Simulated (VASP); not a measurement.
# MgO (P6_3mc) in VASP: settings compared

Aim: see how the results for MgO move with the level of theory and the settings. Levels: r2SCAN, LDA, PBEsol. Tasks: single point.

Program: VASP 6.6.1. These are calculated values, not measurements. Logs are shortened: lines on timing, memory, paths and dates and some standing lists are left out, and cuts for length are marked.

### 1 The cell of the first run

The structure is hexagonal, space group P6_3mc (No. 186). The conventional cell has a = 3.308 Å, b = 3.308 Å, c = 4.983 Å, α = 90.00°, β = 90.00°, γ = 120.00°. Mg (site symmetry 3m) has 4 O at 1.97 to 1.99 Å within 2.6 Å. O (site symmetry 3m) has 4 Mg at 1.97 to 1.99 Å within 2.6 Å.

### 2 Single point, r2SCAN

Contents of POSCAR:

```
MgO
1.0
    3.3077869865      0.0000000000      0.0000000000
   -1.6538934933      2.8646275606      0.0000000000
    0.0000000000      0.0000000000      4.9828816700
Mg O
2 2
Direct
    0.6666666667      0.3333333333      0.5021597400
    0.3333333333      0.6666666667      0.0021597400
    0.6666666667      0.3333333333      0.9024402600
    0.3333333333      0.6666666667      0.4024402600
```

Contents of INCAR.step1:

```
PREC     = Accurate       # precision mode
ENCUT    = 520            # plane-wave cutoff, eV
ISMEAR   = -1             # smearing method
SIGMA    = 0.05           # smearing width, eV
LREAL    = F              # projectors in reciprocal space
LASPH    = T              # aspherical terms in the spheres
NELM     = 60             # most SCF steps
NBANDS   = 16             # bands
GGA      = PE             # functional
ALGO     = Normal         # electronic algorithm
EDIFF    = 1E-4           # SCF threshold, eV
LWAVE    = T              # write WAVECAR
LCHARG   = F              # write CHGCAR
```

Contents of INCAR.step2:

```
PREC     = Accurate       # precision mode
ENCUT    = 520            # plane-wave cutoff, eV
EDIFF    = 1E-6           # SCF threshold, eV
ISMEAR   = -1             # smearing method
SIGMA    = 0.05           # smearing width, eV
LREAL    = F              # projectors in reciprocal space
LASPH    = T              # aspherical terms in the spheres
NELM     = 60             # most SCF steps
ALGO     = Normal         # electronic algorithm
ISIF     = 2              # what is computed and relaxed
LWAVE    = F              # write WAVECAR
LCHARG   = F              # write CHGCAR
METAGGA  = R2SCAN         # meta-GGA
LMIXTAU  = T            
NBANDS   = 16             # bands
ISTART   = 1
```

Contents of KPOINTS:

```
regular mesh
0
Gamma
  9 9 6
```

Potentials or basis: VASP PAW PBE potentials, release 64 (Mg, O).

Run with:

```sh
$ cat potpaw_PBE.64/Mg/POTCAR potpaw_PBE.64/O/POTCAR > POTCAR
$ cp INCAR.step1 INCAR
$ mpirun -np 1 vasp_std > vasp.out
$ cp INCAR.step2 INCAR
$ mpirun -np 1 vasp_std > vasp.out
```

OUTCAR:

```text
PREC = Accurate
   ENCUT = 520
   EDIFF = 1E-6
   ISMEAR = -1
   LREAL = F
   LASPH = T
   NELM = 60
   ISIF = 2
   METAGGA = R2SCAN
   ISTART = 1

 ion  position               nearest neighbor table
   1  0.667  0.333  0.502-   4 1.97   4 1.97   4 1.97   3 1.99   2 3.14   2 3.14   2 3.14   2 3.14
                             2 3.14   2 3.14
   2  0.333  0.667  0.002-   3 1.97   3 1.97   3 1.97   4 1.99   1 3.14   1 3.14   1 3.14   1 3.14
                             1 3.14   1 3.14
   3  0.667  0.333  0.902-   2 1.97   2 1.97   2 1.97   1 1.99
   4  0.333  0.667  0.402-   1 1.97   1 1.97   1 1.97   2 1.99

  LATTYP: Found a hexagonal cell.
 ALAT       =     3.3077869865
 C/A-ratio  =     1.5064094787

  Lattice vectors:

 A1 = (   3.3077869865,   0.0000000000,   0.0000000000)
 A2 = (  -1.6538934933,   2.8646275606,   0.0000000000)
 A3 = (   0.0000000000,   0.0000000000,   4.9828816700)

Analysis of symmetry for initial positions (statically):
=====================================================================
 Subroutine PRICEL returns:
 Original cell was already a primitive cell.

 Routine SETGRP: Setting up the symmetry group for a
 hexagonal supercell.

 Subroutine GETGRP returns: Found 12 space group operations
 (whereof  6 operations were pure point group operations)
 out of a pool of 24 trial point group operations.

The static configuration has the point symmetry C_3v.
 The point group associated with its full space group is C_6v.

Analysis of symmetry for dynamics (positions and initial velocities):
=====================================================================
 Subroutine PRICEL returns:
 Original cell was already a primitive cell.

 Routine SETGRP: Setting up the symmetry group for a
 hexagonal supercell.

 Subroutine GETGRP returns: Found 12 space group operations
 (whereof  6 operations were pure point group operations)
 out of a pool of 24 trial point group operations.

The dynamic configuration has the point symmetry C_3v.
 The point group associated with its full space group is C_6v.

 Subroutine INISYM returns: Found 12 space group operations
 (whereof  6 operations are pure point group operations),
 and found     1 'primitive' translations

----------------------------------------------------------------------------------------

                                     Primitive cell

  volume of cell :      47.2157

  direct lattice vectors                    reciprocal lattice vectors
     3.307786987  0.000000000  0.000000000     0.302316928  0.174542760  0.000000000
    -1.653893493  2.864627561  0.000000000     0.000000000  0.349085519  0.000000000
     0.000000000  0.000000000  4.982881670     0.000000000  0.000000000  0.200687086

  length of vectors
     3.307786987  3.307786987  4.982881670     0.349085519  0.349085519  0.200687086

  position of ions in fractional coordinates (direct lattice)
     0.666666667  0.333333333  0.502159740
     0.333333333  0.666666667  0.002159740
     0.666666667  0.333333333  0.902440260
     0.333333333  0.666666667  0.402440260

  ion indices of the primitive-cell ions
   primitive index   ion index
                 1           1
                 2           2
                 3           3
                 4           4

----------------------------------------------------------------------------------------

 KPOINTS: regular mesh

Automatic generation of k-mesh.
 Grid dimensions read from file:
 generate k-points for:    9    9    6

 Generating k-lattice:

  Cartesian coordinates                     Fractional coordinates (reciprocal lattice)
     0.033590770  0.019393640  0.000000000     0.111111111 -0.000000000  0.000000000
     0.000000000  0.038787280  0.000000000     0.000000000  0.111111111  0.000000000
     0.000000000  0.000000000  0.033447848     0.000000000  0.000000000  0.166666667

  Length of vectors
     0.038787280  0.038787280  0.033447848

  Shift w.r.t. Gamma in fractional coordinates (k-lattice)
     0.000000000  0.000000000  0.000000000

 Subroutine IBZKPT returns following result:
 ===========================================

 Found     48 irreducible k-points:

 Following reciprocal coordinates:
            Coordinates               Weight
  0.000000  0.000000  0.000000      1.000000
  0.111111  0.000000  0.000000      6.000000
  0.222222  0.000000  0.000000      6.000000
  0.333333  0.000000  0.000000      6.000000
  0.444444  0.000000  0.000000      6.000000
  0.111111  0.111111  0.000000      6.000000
[... 16 lines left out ...]
  0.333333  0.222222  0.166667     24.000000
  0.333333  0.333333  0.166667      4.000000
 [... further k-points ...]
   k-points           NKPTS =     48   k-points in BZ     NKDIM =     48   number of bands    NBANDS=     16
   number of dos      NEDOS =    301   number of ions     NIONS =      4
   total plane-waves  NPLWV =  31360
   dimension x,y,z NGX =    28 NGY =   28 NGZ =   40
   dimension x,y,z NGXF=    56 NGYF=   56 NGZF=   80
   ions per type =               2   2
   NGX,Y,Z   is equivalent  to a cutoff of  14.07, 14.07, 13.35 a.u.
   NGXF,Y,Z  is equivalent  to a cutoff of  28.15, 28.15, 26.69 a.u.
 SYSTEM =  unknown system
   PREC   = accura    normal or accurate (medium, high low for compatibility)
   ISTART =      1    job   : 0-new  1-cont  2-samecut
   ICHARG =      0    charge: 1-file 2-atom 10-const
   ISPIN  =      1    spin polarized calculation?
   LNONCOLLINEAR =      F non collinear calculations
   LSORBIT =      F    spin-orbit coupling
   LASPH  =      T    aspherical Exc in radial PAW
   ENCUT  =  520.0 eV  38.22 Ry    6.18 a.u.   6.15  6.15  9.26*2*pi/ulx,y,z
   NELM   =     60;   NELMIN=  2; NELMDL=  0     # of ELM steps
   EDIFF  = 0.1E-05   stopping-criterion for ELM
   LREAL  =      F    real-space projection
   EDIFFG = 0.1E-04   stopping-criterion for IOM
   NSW    =      0    number of steps for IOM
   IBRION =     -1    ionic relax: 0-MD 1-quasi-New 2-CG
   NFREE  =      0    steps in history (QN), initial steepest desc. (CG)
   ISIF   =      2    stress and relaxation
   ISYM   =      2    0-nonsym 1-usesym 2-fastsym
   POTIM  = 0.5000    time-step for ionic-motion
   TEBEG  =    0.0;   TEEND  =   0.0 temperature during run
   PSTRESS=    0.0 pullay stress
   NELECT =      16.0000    total number of electrons
   NUPDOWN=      -1.0000    fix difference up-down
   EMIN   =  10.00;   EMAX   =-10.00  energy-range for DOS
   EFERMI =   0.00;   METHOD = LEGACY
   ISMEAR =    -1;   SIGMA  =   0.05  broadening in eV -4-tet -1-fermi 0-gaus
   EFERMI_NEDOS =   21; number of points for ismear=-14 and -15
   IALGO  =     38    algorithm
   IMIX   =      4    mixing-type and parameters
     AMIX     =   0.40;   BMIX     =  1.00
     AMIX_MAG =   1.60;   BMIX_MAG =  1.00
  volume/ion in A,a.u.               =      11.80        79.66
  Fermi-wavevector in a.u.,A,eV,Ry     =   1.141351  2.156842 17.724080  1.302683
  Thomas-Fermi vector in A             =   2.278052
   LORBIT       =      0    0 simple, 1 ext, 2 COOP (PROOUT), +10 PAW based schemes
   METAGGA = R2SCAN    functional components
   LHFCALC =     F    Hartree Fock is set to
   AEXX    =    0.0000 exact exchange contribution
   IVDW    =     0    specifies the selected vdW correction
   LEPSILON=     F    determine dielectric tensor
   LRPA    =     F    only Hartree local field effects (RPA)
 non-spin polarized calculation
  energy-cutoff  :      520.00
  volume of cell :       47.22
 maximum number of plane-waves:      1303
 NGX is ok and might be reduce to    28
   NGX = 13   NGY = 13   NGZ = 19

 number of electron      15.9999997 magnetization

 Free energy of the ion-electron system (eV)
  ---------------------------------------------------
  ext. energy  EPLUGINS =         0.00000000
  ---------------------------------------------------
  free energy    TOTEN  =       -31.85339234 eV

  energy without entropy =      -31.85339234  energy(sigma->0) =      -31.85339234

 E-fermi :   1.7866     XC(G=0): -10.1989

 val. band max:        0.7369697073   @ k =   0.0000   0.0000   0.0000
 cond. band min:       4.8658634915   @ k =   0.0000   0.0000   0.0000
 fundamental gap:      4.1288937841
 Fermi energy:         1.7865504956

 k-point     1 :       0.0000    0.0000    0.0000
  band No.  band energies     occupation
      1     -16.4794      2.00000
      2     -15.6936      2.00000
      3      -2.5458      2.00000
      4      -0.0670      2.00000
      5      -0.0670      2.00000
      6       0.2757      2.00000
[... 8 lines left out ...]
     15      18.2696      0.00000
     16      18.2696      0.00000

 k-point     2 :       0.1111    0.0000    0.0000
  band No.  band energies     occupation
      1     -16.4197      2.00000
      2     -15.6742      2.00000
      3      -2.4270      2.00000
      4      -0.3584      2.00000
      5      -0.1492      2.00000
      6      -0.0704      2.00000
[... 8 lines left out ...]
     15      17.9383      0.00000
     16      18.1553      0.00000

 k-point     3 :       0.2222    0.0000    0.0000
  band No.  band energies     occupation
      1     -16.2602      2.00000
      2     -15.6311      2.00000
      3      -2.0931      2.00000
      4      -1.1287      2.00000
      5      -0.6231      2.00000
      6      -0.3222      2.00000
[... 8 lines left out ...]
     15      16.8780      0.00000
     16      17.1716      0.00000

 k-point     4 :       0.3333    0.0000    0.0000
  band No.  band energies     occupation
      1     -16.0538      2.00000
      2     -15.6005      2.00000
      3      -1.8933      2.00000
      4      -1.5963      2.00000
      5      -1.1103      2.00000
      6      -0.4892      2.00000
[... 8 lines left out ...]
     15      16.2548      0.00000
     16      17.3912      0.00000

 k-point     5 :       0.4444    0.0000    0.0000
  band No.  band energies     occupation
      1     -15.8862      2.00000
      2     -15.6095      2.00000
      3      -2.3113      2.00000
      4      -1.4242      2.00000
      5      -1.1176      2.00000
      6      -0.5881      2.00000
[... 8 lines left out ...]
     15      16.0083      0.00000
     16      17.7457      0.00000

 k-point     6 :       0.1111    0.1111    0.0000
  band No.  band energies     occupation
      1     -16.3102      2.00000
      2     -15.6431      2.00000
      3      -2.2001      2.00000
      4      -0.8004      2.00000
      5      -0.6625      2.00000
      6      -0.1358      2.00000
[... 8 lines left out ...]
     15      16.8455      0.00000
     16      17.5307      0.00000
[... 267 lines left out ...]
 k-point    21 :       0.4444    0.1111    0.1667
  band No.  band energies     occupation
      1     -15.8177      2.00000
      2     -15.6321      2.00000
      3      -2.3602      2.00000
      4      -1.6377      2.00000
      5      -0.9504      2.00000
      6      -0.5345      2.00000
[... 8 lines left out ...]
     15      15.5837      0.00000
     16      17.7668      0.00000

 k-point    22 :       0.2222    0.2222    0.1667
  band No.  band energies     occupation
      1     -15.9268      2.00000
      2     -15.6200      2.00000
      3      -1.9078      2.00000
      4      -1.7692      2.00000
      5      -0.7865      2.00000
      6      -0.7505      2.00000
[... 8 lines left out ...]
     15      15.6745      0.00000
     16      18.2315      0.00000

 k-point    23 :       0.3333    0.2222    0.1667
  band No.  band energies     occupation
      1     -15.7873      2.00000
      2     -15.6361      2.00000
      3      -2.1145      2.00000
      4      -1.5844      2.00000
      5      -1.1673      2.00000
      6      -0.5320      2.00000
[... 8 lines left out ...]
     15      15.3523      0.00000
     16      18.2507      0.00000

 k-point    24 :       0.3333    0.3333    0.1667
  band No.  band energies     occupation
      1     -15.6904      2.00000
      2     -15.6904      2.00000
      3      -1.9727      2.00000
      4      -1.4633      2.00000
      5      -1.4633      2.00000
      6      -0.7028      2.00000
[... 8 lines left out ...]
     15      15.1173      0.00000
     16      19.1597      0.00000

 [... further k-points ...]

------------------------ aborting loop because EDIFF is reached ----------------------------------------

  FORCE on cell =-STRESS in cart. coord.  units (eV):
  Direction    XX          YY          ZZ          XY          YZ          ZX
  --------------------------------------------------------------------------------------
  -------------------------------------------------------------------------------------
  Total       -0.3684161     -0.3684161     -0.2481390      0.0000000      0.0000000      0.0000000
  in kB      -12.5015216    -12.5015216     -8.4201395      0.0000000      0.0000000      0.0000000
  external PRESSURE =     -11.1410609 kB  Pullay stress =       0.0000000 kB

 VOLUME and BASIS-vectors are now :
 -----------------------------------------------------------------------------
  energy-cutoff  :      520.00
  volume of cell :       47.22
      direct lattice vectors                 reciprocal lattice vectors
     3.307786987  0.000000000  0.000000000     0.302316928  0.174542760  0.000000000
    -1.653893493  2.864627561  0.000000000     0.000000000  0.349085519  0.000000000
     0.000000000  0.000000000  4.982881670     0.000000000  0.000000000  0.200687086

 POSITION                                       TOTAL-FORCE (eV/Angst)
 -----------------------------------------------------------------------------------
      1.65389      0.95488      2.50220        -0.000000     -0.000000      0.028279
     -0.00000      1.90975      0.01076         0.000000      0.000000      0.028279
      1.65389      0.95488      4.49675         0.000000      0.000000     -0.028279
     -0.00000      1.90975      2.00531        -0.000000      0.000000     -0.028279
 -----------------------------------------------------------------------------------
    total drift:                               -0.000000      0.000000     -0.014640

  FREE ENERGIE OF THE ION-ELECTRON SYSTEM (eV)
  ---------------------------------------------------
  free  energy   TOTEN  =       -31.8533923432 eV

  energy  without entropy=      -31.8533923431  energy(sigma->0) =      -31.85339234
```

Wall time 94 s (1 thread of AMD EPYC 9R45 (Zen 5), shared host); peak memory 0.16 GiB.

What came out:

```yaml
Free_energy: -31.8534 eV
Pressure: -1.1 GPa
Largest_force: 0.028 eV/Å
Band_gap_on_the_k_mesh: 4.13 eV, direct
```

Forces on the atoms (eV/Å):
```
Mg   0.000  0.000  0.028
Mg   0.000  0.000  0.028
O    0.000  0.000 -0.028
O    0.000  0.000 -0.028
```

Caveat: the PAW data sets were made with another functional, which shifts forces and pressure a little. A k mesh can miss the band edges.

(Continued in part 2 of 2.)
